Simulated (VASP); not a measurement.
HfO2:

```
CELL_PARAMETERS angstrom
0.00000 2.57444 2.57444
2.57444 0.00000 2.57444
2.57444 2.57444 0.00000
ATOMIC_POSITIONS crystal
Hf 0.00000 0.00000 0.00000
O 0.75000 0.75000 0.75000
O 0.25000 0.25000 0.25000
```

Base run:

* Program: VASP 6.6.1
* Functional: r2SCAN
* Potentials or basis: VASP PAW PBE potentials, release 64 (Hf_pv, O)
* Cutoff: 520 eV
* k mesh: 9 × 9 × 9
* Occupations: fermi-dirac, width 0.05 eV
* Spin: no spin polarisation

Its results: band gap on the k mesh 4.26 eV, indirect (least direct gap 4.36 eV); pressure -16.3 GPa.

Task: The run is repeated on the same cell with these changes: functional from r2SCAN to PBEsol; further incar settings from ALGO = Normal; EDIFF = 1e-07; NBANDS = 18 to ALGO = Normal; EDIFF = 1e-06; NBANDS = 18. What comes out?

Result: Band gap on the k mesh 3.66 eV, indirect (least direct gap 3.77 eV); pressure -17.6 GPa.

Caveats: the PAW data sets were made with another functional, which shifts forces and pressure a little; spin-orbit coupling is left out, which moves the levels of the heavy elements.

A k mesh can miss the band edges.
